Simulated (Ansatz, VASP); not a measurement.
# SrO in VASP and in Ansatz

The input INCAR:

```
SYSTEM = SrO
PREC = Accurate ; ENCUT = 520
EDIFF = 1E-7 ; ISMEAR = 0
SIGMA = 0.05 ; LREAL = .FALSE.
LASPH = .TRUE. ; NELM = 100
ALGO = Normal ; ISIF = 2
LWAVE = .FALSE. ; LCHARG = .FALSE.
GGA = CA ; NBANDS = 24
```

File KPOINTS:

```
regular mesh
0
G
  9 9 6
  0 0 0
```

Contents of POSCAR:

```
SrO
1.0
    4.2064950714      0.0000000000      0.0000000000
   -2.1032475357      3.6429315928      0.0000000000
    0.0000000000      0.0000000000      5.3260469729
Sr O
2 2
Direct
    0.3333333333      0.6666666667      0.9381277000
    0.6666666667      0.3333333333      0.4381277000
    0.3333333333      0.6666666667      0.4368723000
    0.6666666667      0.3333333333      0.9368723000
```

Input for Ansatz:

```yaml
crystal:
  lattice:
    - [4.2064950714, 0.0, 0.0]
    - [-2.1032475357, 3.6429315928, 0.0]
    - [0.0, 0.0, 5.3260469729]
  atoms:
    - { symbol: Sr, position: [0.3333333333, 0.6666666667, 0.9381277] }
    - { symbol: Sr, position: [0.6666666667, 0.3333333333, 0.4381277] }
    - { symbol: O, position: [0.3333333333, 0.6666666667, 0.4368723] }
    - { symbol: O, position: [0.6666666667, 0.3333333333, 0.9368723] }
basis:
  ecutwfc: 420
kpoints:
  mp_grid: { grid: [9, 9, 6] }
hamiltonian:
  xc: lda
scf:
  occupations: { method: gaussian, width: 0.05 }
output:
  forces: true
  stress: true
  eigenvalues: true
```

Alike in both runs: task single point; functional LDA; k mesh 9 × 9 × 6; occupations gaussian, width 0.05 eV; no spin polarisation.

|  | VASP | Ansatz |
| --- | --- | --- |
| version | VASP 6.6.1 | Ansatz 0.2.0 |
| potentials or method | VASP PAW LDA potentials, release 64 (Sr_sv, O), cutoff 520 eV | scalar-relativistic, plane waves, PAW |
| valence electrons in the cell | 32 | 32 |

|  | VASP | Ansatz | Ansatz less VASP |
| --- | --- | --- | --- |
| gap on the k mesh at the Fermi level (eV) | 2.48 | 2.47 | -0.004 |
| least direct gap on the mesh (eV) | 2.57 | 2.57 | +0.004 |
| pressure (GPa) | -3.8 | -4.4 | -0.57 |
| traceless stress, the component that is largest in VASP (GPa) | -3.22 | -3.04 | +0.183 |

LDA's correlation is that of Perdew and Zunger in VASP and of Perdew and Wang (1992) in Ansatz.
